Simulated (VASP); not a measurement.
A run of VASP 6.6.1 is set up as follows.

File INCAR:

```
PREC = Accurate ; ENCUT = 520
EDIFF = 1E-7 ; ISMEAR = 0
SIGMA = 0.15 ; LREAL = False
LASPH = True ; NELM = 60
ALGO = Normal ; ISIF = 2
LWAVE = False ; LCHARG = False
GGA = PS ; NBANDS = 15
```

KPOINTS

```
regular mesh
0
Gamma
  18 18 16
```

POSCAR

```
TaN
1.0
    2.9379988584      0.0000000000      0.0000000000
   -1.4689994292      2.5443816477      0.0000000000
    0.0000000000      0.0000000000      2.8830000000
Ta N
1 1
Direct
    0.2403431404      0.5985931208      0.4399219283
    0.0000000000      0.0000000000      0.0000000000
```

Potentials or basis: VASP PAW PBE potentials, release 64 (Ta_pv, N).

Run with:

```bash
$ cat potpaw_PBE.64/Ta_pv/POTCAR potpaw_PBE.64/N/POTCAR > POTCAR
$ mpirun -np 1 vasp_std > vasp.out
```

(1) What does it give for the band gap on the k mesh?

(2) Estimate the largest force.

## Answers

(1) zero (band 8 reaches 8.78 eV, above the bottom of band 9 at 8.19 eV).

(2) 4.134 eV/Å.

Caveat: the cell differs from its parent crystal (all Ta atoms moved -0.300 Å, as atom 1 along Cartesian [1 1 1]); the PAW data sets were made with another functional, which shifts forces and pressure a little; spin-orbit coupling is left out, which moves the levels of the heavy elements.
